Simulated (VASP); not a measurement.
## SiC: single point with r2SCAN

SiC:

```
CELL_PARAMETERS angstrom
3.07530 0.00000 0.00000
-1.53765 2.66329 0.00000
0.00000 0.00000 5.14931
ATOMIC_POSITIONS crystal
Si 0.33333 0.66667 0.50037
Si 0.66667 0.33333 0.00037
C 0.33333 0.66667 0.87463
C 0.66667 0.33333 0.37463
```

This cell differs from its parent crystal: strain along c alone, the other axes held: +2.0 %, then relaxed in part.

```yaml
Program: VASP 6.6.1
Task: single point
Functional: r2SCAN
Potentials_or_basis: VASP PAW PBE potentials, release 64 (Si, C)
Cutoff: 520 eV
k_mesh: 12 × 12 × 6
Occupations: gaussian, width 0.02 eV
Spin: no spin polarisation
Dipole_correction: no
Further_INCAR_settings: ALGO = Normal; EDIFF = 1e-06; NBANDS = 16
```

* Pressure: -4.4 GPa
* Band gap on the k mesh: 2.55 eV (least direct gap 4.60 eV)

Stress tensor (GPa, compression positive):
```
 -0.99   0.00   0.00
  0.00  -0.99   0.00
  0.00   0.00 -11.18
```

Levels at points of the mesh, in eV from the valence-band top:
```csv
k point,band 5,band 6,band 7,band 8,band 9,band 10,band 11,band 12
"(0.00, 0.00, 0.00)",-1.28,-0.29,0.00,0.00,5.48,6.13,7.19,7.19
"(0.50, 0.00, 0.00)",-5.59,-3.37,-3.36,-1.30,3.30,4.45,7.27,7.57
"(0.00, 0.00, 0.50)",-0.69,-0.69,-0.69,-0.69,6.51,6.51,7.88,7.88
"(0.50, 0.00, 0.50)",-2.57,-2.57,-2.51,-2.51,3.55,3.55,5.61,5.61
```

Wall time 2.1 min on 1 thread of Intel(R) Xeon(R) Platinum 8259CL CPU @ 2.50GHz (Skylake/Cascade Lake) (shared host), peak memory 0.18 GiB.

Caveat: the cell differs from its parent crystal (strain along c alone, the other axes held: +2.0 %, then relaxed in part); the stress differs along the axes, from -11 to -1 GPa; the PAW data sets were made with another functional, which shifts forces and pressure a little. A k mesh can miss the band edges.
